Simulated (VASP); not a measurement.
A run of VASP 6.6.1 is set up as follows.

The input INCAR:

```
  PREC = Accurate
  ENCUT = 520
  EDIFF = 1E-6
  ISMEAR = 0
  SIGMA = 0.1
  LREAL = F
  LASPH = T
  NELM = 100
  ALGO = Fast
  ISIF = 2
  LWAVE = F
  LCHARG = F
  LDIPOL = T
  IDIPOL = 3
  DIPOL = 0.5 0.5 0.325
  GGA = PE
  IBRION = 2
  NSW = 36
  EDIFFG = -0.025
```

Contents of KPOINTS:

```
Automatic mesh
0
Gamma
  5 5 1
```

Contents of POSCAR:

```
Al12Cl
1.0
    5.7135165837      0.0000000000      0.0000000000
    0.0000000000      5.7135165837      0.0000000000
    0.0000000000      0.0000000000     19.6746954317
Al Cl
12 1
Selective dynamics
Direct
    0.2500000000      0.2500000000      0.2033068321  F F F
    0.2500000000      0.7500000000      0.2033068321  F F F
    0.7500000000      0.2500000000      0.2033068321  F F F
    0.7500000000      0.7500000000      0.2033068321  F F F
    0.0000000000      0.0000000000      0.3092728609  F F F
    0.0000000000      0.5000000000      0.3092728609  F F F
    0.5000000000      0.0000000000      0.3092728609  F F F
    0.5000000000      0.5000000000      0.3092728609  F F F
    0.2500000000      0.2500000000      0.4154928578  F F F
    0.2500000000      0.7500000000      0.4154928578  F F F
    0.7500000000      0.2500000000      0.4154928578  F F F
    0.7500000000      0.7500000000      0.4154928578  F F F
    0.2500000000      0.4166666667      0.5154970958  F F T
```

Potentials or basis: VASP PAW PBE potentials, release 64 (Al, Cl).

Run with:

```sh
$ cat potpaw_PBE.64/Al/POTCAR potpaw_PBE.64/Cl/POTCAR > POTCAR
$ mpirun -np 1 vasp_std > vasp.out
```

(1) Predict the band gap on the k mesh.

(2) Estimate the energy gained by relaxing.

Answers

(1) zero (an odd number of electrons rules out a gap without spin polarisation).

(2) 1.6 meV/atom.

Caveat: an odd number of electrons without spin polarisation forces a metal; a magnetic or distorted state may lie lower.
